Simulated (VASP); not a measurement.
Bi2Se3, 5 atoms in the cell. Symmetry: R-3m, No. 166, trigonal system. Conventional cell: a = 4.146 Å, b = 4.146 Å, c = 28.598 Å, α = 90.00°, β = 90.00°, γ = 120.00°. Bi (site symmetry 3m) has 6 Se at 2.86 to 3.07 Å within 3.8 Å. Se (site symmetry -3m) has 6 Bi at 3.07 Å and 12 Se at 4.15 to 4.24 Å within 4.3 Å. Se (site symmetry 3m) has 3 Bi at 2.86 Å and 3 Se at 3.49 Å within 3.8 Å. 

* Program: VASP 6.6.1
* Task: single point
* Functional: PBE
* Potentials or basis: VASP PAW PBE potentials, release 64 (Bi_d, Se)
* Cutoff: 500 eV
* k mesh: 8 × 8 × 8
* Occupations: gaussian, width 0.05 eV
* Spin: no spin polarisation
* Dipole correction: no
* Further INCAR settings: ALGO = Normal; EDIFF = 1e-06; NBANDS = 32

Potentials or basis: VASP PAW PBE potentials, release 64 (Bi_d, Se).

Command:

```sh
$ cat potpaw_PBE.64/Bi_d/POTCAR potpaw_PBE.64/Se/POTCAR > POTCAR
$ mpirun -np 1 vasp_std > vasp.out
```

Hardware: 1 thread of Oxide Virtual Turin-like Processor (shared host).

Task: Estimate the wall time of this run.

Result: It took 25 min on 1 thread of Oxide Virtual Turin-like Processor, on a shared host, peak memory 0.8 GiB. Counts: scf iterations 14, k points 65.
